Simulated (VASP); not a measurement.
# SiC (P6_3mc) in VASP: a series of runs

SiC is run at these levels: PBE; tasks: single point.

Everything below comes from runs of VASP 6.6.1. Logs are shortened: lines on timing, memory, paths and dates and some standing lists are left out, and cuts for length are marked.

## Step 1: The cell of the first run

The structure is hexagonal, space group P6_3mc (No. 186). The conventional cell has a = 3.218 Å, b = 3.218 Å, c = 10.940 Å, α = 90.00°, β = 90.00°, γ = 120.00°. Within 2.6 Å of Si (site symmetry 3m) lie 4 C at 1.98 to 2.06 Å. Within 2.6 Å of Si (site symmetry 3m) lie 4 C at 1.98 to 2.05 Å. C (site symmetry 3m) has 4 Si at 1.98 to 2.06 Å within 2.6 Å. C (site symmetry 3m) has 4 Si at 1.98 to 2.05 Å within 2.6 Å.

## Step 2: Single point, PBE (strain +0.040 along x and y, +0.080 along z)

Contents of INCAR:

```
PREC = Accurate
ENCUT = 520
EDIFF = 1E-7
ISMEAR = 0
SIGMA = 0.05
LREAL = F
LASPH = T
NELM = 100
ALGO = Normal
ISIF = 2
LWAVE = F
LCHARG = F
GGA = PE
NBANDS = 26
```

Contents of KPOINTS:

```
Automatic mesh
0
Gamma
  12 12 4
```

Contents of POSCAR:

```
SiC
1.0
    3.2178849880      0.0000000000      0.0000000000
   -1.6089424940      2.7867701460      0.0000000000
    0.0000000000      0.0000000000     10.9396863344
Si C
4 4
Direct
    0.6666666667      0.3333333333      0.9378441878
    0.3333333333      0.6666666667      0.4378441878
    0.0000000000      0.0000000000      0.6878995565
    0.0000000000      0.0000000000      0.1878995565
    0.6666666667      0.3333333333      0.7498074459
    0.3333333333      0.6666666667      0.2498074459
    0.0000000000      0.0000000000      0.5004478098
    0.0000000000      0.0000000000      0.0004478098
```

Potentials or basis: VASP PAW PBE potentials, release 64 (Si, C).

Run with:

```bash
> cat potpaw_PBE.64/Si/POTCAR potpaw_PBE.64/C/POTCAR > POTCAR
> mpirun -np 1 vasp_std > vasp.out
```

OUTCAR:

```text
PREC = Accurate
   ENCUT = 520
   EDIFF = 1E-7
   ISMEAR = 0
   LREAL = F
   LASPH = T
   NELM = 100
   ISIF = 2
   GGA = PE

 ion  position               nearest neighbor table
   1  0.667  0.333  0.938-   8 1.98   8 1.98   8 1.98   5 2.06
   2  0.333  0.667  0.438-   7 1.98   7 1.98   7 1.98   6 2.06
   3  0.000  0.000  0.688-   5 1.98   5 1.98   5 1.98   7 2.05
   4  0.000  0.000  0.188-   6 1.98   6 1.98   6 1.98   8 2.05
   5  0.667  0.333  0.750-   3 1.98   3 1.98   3 1.98   1 2.06
   6  0.333  0.667  0.250-   4 1.98   4 1.98   4 1.98   2 2.06
   7  0.000  0.000  0.500-   2 1.98   2 1.98   2 1.98   3 2.05
   8  0.000  0.000  0.000-   1 1.98   1 1.98   1 1.98   4 2.05

  LATTYP: Found a hexagonal cell.
 ALAT       =     3.2178849880
 C/A-ratio  =     3.3996511296

  Lattice vectors:

 A1 = (   3.2178849880,   0.0000000000,   0.0000000000)
 A2 = (  -1.6089424940,   2.7867701460,   0.0000000000)
 A3 = (   0.0000000000,   0.0000000000,  10.9396863344)

Analysis of symmetry for initial positions (statically):
=====================================================================
 Subroutine PRICEL returns:
 Original cell was already a primitive cell.

 Routine SETGRP: Setting up the symmetry group for a
 hexagonal supercell.

 Subroutine GETGRP returns: Found 12 space group operations
 (whereof  6 operations were pure point group operations)
 out of a pool of 24 trial point group operations.

The static configuration has the point symmetry C_3v.
 The point group associated with its full space group is C_6v.

Analysis of symmetry for dynamics (positions and initial velocities):
=====================================================================
 Subroutine PRICEL returns:
 Original cell was already a primitive cell.

 Routine SETGRP: Setting up the symmetry group for a
 hexagonal supercell.

 Subroutine GETGRP returns: Found 12 space group operations
 (whereof  6 operations were pure point group operations)
 out of a pool of 24 trial point group operations.

The dynamic configuration has the point symmetry C_3v.
 The point group associated with its full space group is C_6v.

 Subroutine INISYM returns: Found 12 space group operations
 (whereof  6 operations are pure point group operations),
 and found     1 'primitive' translations

----------------------------------------------------------------------------------------

                                     Primitive cell

  volume of cell :      98.1017

  direct lattice vectors                    reciprocal lattice vectors
     3.217884988  0.000000000  0.000000000     0.310763127  0.179419175  0.000000000
    -1.608942494  2.786770146  0.000000000     0.000000000  0.358838350  0.000000000
     0.000000000  0.000000000 10.939686334     0.000000000  0.000000000  0.091410299

  length of vectors
     3.217884988  3.217884988 10.939686334     0.358838350  0.358838350  0.091410299

  position of ions in fractional coordinates (direct lattice)
     0.666666667  0.333333333  0.937844188
     0.333333333  0.666666667  0.437844188
     0.000000000  0.000000000  0.687899556
     0.000000000  0.000000000  0.187899556
     0.666666667  0.333333333  0.749807446
     0.333333333  0.666666667  0.249807446
     0.000000000  0.000000000  0.500447810
     0.000000000  0.000000000  0.000447810

  ion indices of the primitive-cell ions
   primitive index   ion index
                 1           1
                 2           2
                 3           3
                 4           4
                 5           5
                 6           6
                 7           7
                 8           8

----------------------------------------------------------------------------------------

 KPOINTS: Automatic mesh

Automatic generation of k-mesh.
 Grid dimensions read from file:
 generate k-points for:   12   12    4

 Generating k-lattice:

  Cartesian coordinates                     Fractional coordinates (reciprocal lattice)
     0.025896927  0.014951598  0.000000000     0.083333333  0.000000000  0.000000000
     0.000000000  0.029903196  0.000000000     0.000000000  0.083333333  0.000000000
     0.000000000  0.000000000  0.022852575     0.000000000  0.000000000  0.250000000

  Length of vectors
     0.029903196  0.029903196  0.022852575

  Shift w.r.t. Gamma in fractional coordinates (k-lattice)
     0.000000000  0.000000000  0.000000000

 Subroutine IBZKPT returns following result:
 ===========================================

 Found     57 irreducible k-points:

 Following reciprocal coordinates:
            Coordinates               Weight
  0.000000  0.000000  0.000000      1.000000
  0.083333  0.000000  0.000000      6.000000
  0.166667  0.000000  0.000000      6.000000
  0.250000 -0.000000  0.000000      6.000000
  0.333333 -0.000000  0.000000      6.000000
  0.416667 -0.000000  0.000000      6.000000
[... 16 lines left out ...]
  0.250000 -0.000000  0.250000     12.000000
  0.333333 -0.000000  0.250000     12.000000
 [... further k-points ...]
   k-points           NKPTS =     57   k-points in BZ     NKDIM =     57   number of bands    NBANDS=     26
   number of dos      NEDOS =    301   number of ions     NIONS =      8
   total plane-waves  NPLWV =  48384
   dimension x,y,z NGX =    24 NGY =   24 NGZ =   84
   dimension x,y,z NGXF=    48 NGYF=   48 NGZF=  168
   ions per type =               4   4
   NGX,Y,Z   is equivalent  to a cutoff of  12.40, 12.40, 12.77 a.u.
   NGXF,Y,Z  is equivalent  to a cutoff of  24.80, 24.80, 25.53 a.u.
 SYSTEM =  unknown system
   PREC   = accura    normal or accurate (medium, high low for compatibility)
   ISTART =      0    job   : 0-new  1-cont  2-samecut
   ICHARG =      2    charge: 1-file 2-atom 10-const
   ISPIN  =      1    spin polarized calculation?
   LNONCOLLINEAR =      F non collinear calculations
   LSORBIT =      F    spin-orbit coupling
   LASPH  =      T    aspherical Exc in radial PAW
   ENCUT  =  520.0 eV  38.22 Ry    6.18 a.u.   5.98  5.98 20.34*2*pi/ulx,y,z
   NELM   =    100;   NELMIN=  2; NELMDL= -5     # of ELM steps
   EDIFF  = 0.1E-06   stopping-criterion for ELM
   LREAL  =      F    real-space projection
   EDIFFG = 0.1E-05   stopping-criterion for IOM
   NSW    =      0    number of steps for IOM
   IBRION =     -1    ionic relax: 0-MD 1-quasi-New 2-CG
   NFREE  =      0    steps in history (QN), initial steepest desc. (CG)
   ISIF   =      2    stress and relaxation
   ISYM   =      2    0-nonsym 1-usesym 2-fastsym
   POTIM  = 0.5000    time-step for ionic-motion
   TEBEG  =    0.0;   TEEND  =   0.0 temperature during run
   PSTRESS=    0.0 pullay stress
   NELECT =      32.0000    total number of electrons
   NUPDOWN=      -1.0000    fix difference up-down
   EMIN   =  10.00;   EMAX   =-10.00  energy-range for DOS
   EFERMI =   0.00;   METHOD = LEGACY
   ISMEAR =     0;   SIGMA  =   0.05  broadening in eV -4-tet -1-fermi 0-gaus
   EFERMI_NEDOS =   21; number of points for ismear=-14 and -15
   IALGO  =     38    algorithm
   IMIX   =      4    mixing-type and parameters
     AMIX     =   0.40;   BMIX     =  1.00
     AMIX_MAG =   1.60;   BMIX_MAG =  1.00
  volume/ion in A,a.u.               =      12.26        82.75
  Fermi-wavevector in a.u.,A,eV,Ry     =   1.126936  2.129601 17.279196  1.269985
  Thomas-Fermi vector in A             =   2.263620
   LORBIT       =      0    0 simple, 1 ext, 2 COOP (PROOUT), +10 PAW based schemes
   GGA     = PE    functional components
   LHFCALC =     F    Hartree Fock is set to
   AEXX    =    0.0000 exact exchange contribution
   IVDW    =     0    specifies the selected vdW correction
   LEPSILON=     F    determine dielectric tensor
   LRPA    =     F    only Hartree local field effects (RPA)
 non-spin polarized calculation
 Gauss-broadening in eV      SIGMA  =   0.05
  energy-cutoff  :      520.00
  volume of cell :       98.10
 maximum number of plane-waves:      2673
 NGX is ok and might be reduce to    24
   NGX = 11   NGY = 11   NGZ = 41

 number of electron      32.0000000 magnetization

 Free energy of the ion-electron system (eV)
  ---------------------------------------------------
  ext. energy  EPLUGINS =         0.00000000
  ---------------------------------------------------
  free energy    TOTEN  =       -58.93852015 eV

  energy without entropy =      -58.93852015  energy(sigma->0) =      -58.93852015

 E-fermi :   6.6583     XC(G=0): -10.6264

 val. band max:        6.4048329731   @ k =   0.0000   0.0000   0.0000
 cond. band min:       8.4089926582   @ k =   0.5000  -0.0000   0.0000
 fundamental gap:      2.0041596851
 Fermi energy:         6.6583194851

 k-point     1 :       0.0000    0.0000    0.0000
  band No.  band energies     occupation
      1      -7.8373      2.00000
      2      -6.8787      2.00000
      3      -6.8652      2.00000
      4      -5.1279      2.00000
      5      -1.3678      2.00000
      6       2.0622      2.00000
[... 18 lines left out ...]
     25      12.8430      0.00000
     26      13.6903      0.00000

 k-point     2 :       0.0833    0.0000    0.0000
  band No.  band energies     occupation
      1      -7.7290      2.00000
      2      -6.7739      2.00000
      3      -6.7599      2.00000
      4      -5.0330      2.00000
      5      -1.2749      2.00000
      6       2.1000      2.00000
[... 18 lines left out ...]
     25      13.1034      0.00000
     26      13.1798      0.00000

 k-point     3 :       0.1667    0.0000    0.0000
  band No.  band energies     occupation
      1      -7.4073      2.00000
      2      -6.4639      2.00000
      3      -6.4483      2.00000
      4      -4.7563      2.00000
      5      -1.0104      2.00000
      6       2.1154      2.00000
[... 18 lines left out ...]
     25      13.2920      0.00000
     26      13.6538      0.00000

 k-point     4 :       0.2500   -0.0000    0.0000
  band No.  band energies     occupation
      1      -6.8835      2.00000
      2      -5.9647      2.00000
      3      -5.9452      2.00000
      4      -4.3285      2.00000
      5      -0.6488      2.00000
      6       1.5094      2.00000
[... 18 lines left out ...]
     25      13.9045      0.00000
     26      14.3152      0.00000

 k-point     5 :       0.3333   -0.0000    0.0000
  band No.  band energies     occupation
      1      -6.1854      2.00000
      2      -5.3192      2.00000
      3      -5.2899      2.00000
      4      -3.8431      2.00000
      5      -0.5326      2.00000
      6       0.3196      2.00000
[... 18 lines left out ...]
     25      13.8518      0.00000
     26      14.1290      0.00000

 k-point     6 :       0.4167   -0.0000    0.0000
  band No.  band energies     occupation
      1      -5.3911      2.00000
      2      -4.6642      2.00000
      3      -4.5988      2.00000
      4      -3.5642      2.00000
      5      -1.0233      2.00000
      6      -0.7204      2.00000
[... 427 lines left out ...]
 k-point    21 :       0.0833    0.0000    0.2500
  band No.  band energies     occupation
      1      -7.6668      2.00000
      2      -7.1784      2.00000
      3      -6.2677      2.00000
      4      -5.2445      2.00000
      5      -0.9553      2.00000
      6       0.9119      2.00000
[... 18 lines left out ...]
     25      12.9843      0.00000
     26      13.1192      0.00000

 k-point    22 :       0.1667    0.0000    0.2500
  band No.  band energies     occupation
      1      -7.3457      2.00000
      2      -6.8626      2.00000
      3      -5.9640      2.00000
      4      -4.9615      2.00000
      5      -0.7057      2.00000
      6       1.0526      2.00000
[... 18 lines left out ...]
     25      13.3661      0.00000
     26      13.6892      0.00000

 k-point    23 :       0.2500   -0.0000    0.2500
  band No.  band energies     occupation
      1      -6.8232      2.00000
      2      -6.3509      2.00000
      3      -5.4780      2.00000
      4      -4.5205      2.00000
      5      -0.3890      2.00000
      6       0.9700      2.00000
[... 18 lines left out ...]
     25      13.9458      0.00000
     26      14.3451      0.00000

 k-point    24 :       0.3333   -0.0000    0.2500
  band No.  band energies     occupation
      1      -6.1276      2.00000
      2      -5.6780      2.00000
      3      -4.8609      2.00000
      4      -4.0054      2.00000
      5      -0.4205      2.00000
      6       0.1327      2.00000
[... 18 lines left out ...]
     25      13.6933      0.00000
     26      14.5037      0.00000

 [... further k-points ...]
[... 5 lines left out ...]
  --------------------------------------------------------------------------------------
  -------------------------------------------------------------------------------------
  Total      -12.0822383    -12.0822383    -19.7322871      0.0000000      0.0000000      0.0000000
  in kB     -197.3246960   -197.3246960   -322.2637605      0.0000000      0.0000000      0.0000000
  external PRESSURE =    -238.9710509 kB  Pullay stress =       0.0000000 kB

 VOLUME and BASIS-vectors are now :
 -----------------------------------------------------------------------------
  energy-cutoff  :      520.00
  volume of cell :       98.10
      direct lattice vectors                 reciprocal lattice vectors
     3.217884988  0.000000000  0.000000000     0.310763127  0.179419175  0.000000000
    -1.608942494  2.786770146  0.000000000     0.000000000  0.358838350  0.000000000
     0.000000000  0.000000000 10.939686334     0.000000000  0.000000000  0.091410299

 POSITION                                       TOTAL-FORCE (eV/Angst)
 -----------------------------------------------------------------------------------
      1.60894      0.92892     10.25972         0.000000      0.000000      0.064430
     -0.00000      1.85785      4.78988        -0.000000      0.000000      0.064430
      0.00000      0.00000      7.52541         0.000000      0.000000     -0.012972
      0.00000      0.00000      2.05556        -0.000000     -0.000000     -0.012972
      1.60894      0.92892      8.20266        -0.000000     -0.000000     -0.021354
     -0.00000      1.85785      2.73282         0.000000      0.000000     -0.021354
      0.00000      0.00000      5.47474        -0.000000      0.000000     -0.030104
      0.00000      0.00000      0.00490         0.000000     -0.000000     -0.030104
 -----------------------------------------------------------------------------------
    total drift:                               -0.000000     -0.000000     -0.000325

  FREE ENERGIE OF THE ION-ELECTRON SYSTEM (eV)
  ---------------------------------------------------
  free  energy   TOTEN  =       -58.9385201463 eV

  energy  without entropy=      -58.9385201463  energy(sigma->0) =      -58.93852015
```

It took 2.3 min on 1 thread of Intel Xeon 8259CL, shared host; peak memory 0.26 GiB.

Results:

```yaml
Free_energy: -58.9385 eV
Pressure: -23.9 GPa
Largest_force: 0.064 eV/Å
Band_gap_on_the_k_mesh: 2.00 eV (least direct gap 3.17 eV)
```

Forces on the atoms (eV/Å):
```
Si   0.000  0.000  0.064
Si   0.000  0.000  0.064
Si   0.000  0.000 -0.013
Si   0.000  0.000 -0.013
C    0.000  0.000 -0.021
C    0.000  0.000 -0.021
C    0.000  0.000 -0.030
C    0.000  0.000 -0.030
```

Caveat: the cell differs from its parent crystal (strain +0.040 along x and y, +0.080 along z); the stress differs along the axes, from -32 to -20 GPa. A k mesh can miss the band edges.

## Step 3: Single point, PBE (strain +0.080 along x and y, +0.040 along z)

Contents of INCAR:

```
SYSTEM = SiC
ALGO = Normal
EDIFF = 1E-6
ENCUT = 520
GGA = PE
ISIF = 2
ISMEAR = 0
LASPH = .True.
LCHARG = .True.
LELF = .True.
LREAL = .False.
LVHAR = .True.
LWAVE = .False.
NBANDS = 26
NELM = 100
PREC = Accurate
SIGMA = 0.05
```

Contents of KPOINTS:

```
k-points
0
Gamma
  12 12 4
  0 0 0
```

POSCAR, as its differences from that of step 2:

```diff
@@ -2,5 +2,5 @@
 1.0
-    3.2178849880      0.0000000000      0.0000000000
-   -1.6089424940      2.7867701460      0.0000000000
-    0.0000000000      0.0000000000     10.9396863344
+    3.3416497952      0.0000000000      0.0000000000
+   -1.6708248976      2.8939536132      0.0000000000
+    0.0000000000      0.0000000000     10.5345127664
 Si C
```

Potentials or basis: VASP PAW PBE potentials, release 64 (Si, C).

Run with:

```bash
> cat potpaw_PBE.64/Si/POTCAR potpaw_PBE.64/C/POTCAR > POTCAR
> mpirun -np 1 vasp_std > vasp.out
```

It took 2.8 min on 1 thread of Intel Xeon 8259CL, shared host; peak memory 0.29 GiB.

The run converged. Its results:

* Free energy: -58.3175 eV
* Pressure: -27.6 GPa
* Largest force: 0.078 eV/Å
* Band gap on the k mesh: 2.00 eV (least direct gap 2.91 eV)

Forces on the atoms (eV/Å):
```
Si   0.000  0.000  0.069
Si   0.000  0.000  0.069
Si   0.000  0.000  0.030
Si   0.000  0.000  0.030
C    0.000  0.000 -0.078
C    0.000  0.000 -0.078
C    0.000  0.000 -0.020
C    0.000  0.000 -0.020
```

Stress tensor (GPa, compression positive):
```
-31.74   0.00   0.00
  0.00 -31.74   0.00
  0.00   0.00 -19.28
```

Levels at points of the mesh, in eV from the valence-band top:
```csv
k point,band 14,band 15,band 16,band 17,band 18,band 19
"(0.00, 0.00, 0.00)",-0.04,-0.04,0.00,2.91,3.52,3.88
"(0.50, 0.00, 0.00)",-1.87,-1.36,-0.99,2.00,2.18,3.46
"(0.00, 0.00, 0.50)",-0.27,-0.27,-0.27,3.13,3.13,4.33
"(0.50, 0.00, 0.50)",-2.19,-1.40,-1.40,2.33,2.33,3.70
```

Caveat: the cell differs from its parent crystal (strain +0.080 along x and y, +0.040 along z); the stress differs along the axes, from -32 to -19 GPa.

## Step 4: Single point, PBE (strain +0.080 along x and y, +0.080 along z)

Contents of INCAR:

```
PREC = Accurate
ENCUT = 520
EDIFF = 1E-6
ISMEAR = 0
SIGMA = 0.05
LREAL = False
LASPH = True
NELM = 100
ALGO = Normal
ISIF = 2
LWAVE = False
LCHARG = False
GGA = PE
NBANDS = 26
```

Contents of KPOINTS:

```
Automatic mesh
0
Gamma
  12 12 4
```

POSCAR, as its differences from that of step 3:

```diff
@@ -4,3 +4,3 @@
    -1.6708248976      2.8939536132      0.0000000000
-    0.0000000000      0.0000000000     10.5345127664
+    0.0000000000      0.0000000000     10.9396863344
 Si C
```

Run with:

```bash
> cat potpaw_PBE.64/Si/POTCAR potpaw_PBE.64/C/POTCAR > POTCAR
> mpirun -np 1 vasp_std > vasp.out
```

Run time: 2.8 min. Hardware: 1 thread of Intel Xeon 8259CL, shared host; peak memory 0.31 GiB.

The run converged. Its results:

| Item | Value |
| --- | --- |
| Free energy | -57.7015 eV |
| Pressure | -30.8 GPa |
| Largest force | 0.052 eV/Å |
| Band gap on the k mesh | 2.09 eV (least direct gap 3.11 eV) |

Forces on the atoms (eV/Å):
```
Si   0.000  0.000  0.052
Si   0.000  0.000  0.052
Si   0.000  0.000 -0.018
Si   0.000  0.000 -0.018
C    0.000  0.000 -0.031
C    0.000  0.000 -0.031
C    0.000  0.000 -0.003
C    0.000  0.000 -0.003
```

Stress tensor (GPa, compression positive):
```
-30.88   0.00   0.00
  0.00 -30.88   0.00
  0.00   0.00 -30.51
```

Levels at points of the mesh, in eV from the valence-band top:
| k point | band 13 | band 14 | band 15 | band 16 | band 17 | band 18 | band 19 | band 20 |
| --- | --- | --- | --- | --- | --- | --- | --- | --- |
| (0.00, 0.00, 0.00) | -0.55 | -0.04 | 0.00 | 0.00 | 3.11 | 3.50 | 3.65 | 4.15 |
| (0.50, 0.00, 0.00) | -2.03 | -1.94 | -1.38 | -1.03 | 2.09 | 2.11 | 3.31 | 3.47 |
| (0.00, 0.00, 0.50) | -0.19 | -0.19 | -0.19 | -0.19 | 3.31 | 3.31 | 4.23 | 4.23 |
| (0.50, 0.00, 0.50) | -2.14 | -2.14 | -1.37 | -1.37 | 2.44 | 2.44 | 3.51 | 3.51 |

Caveat: the cell differs from its parent crystal (strain +0.080 along x and y, +0.080 along z); the cell stands under tension.

[end of part 1 of 2]
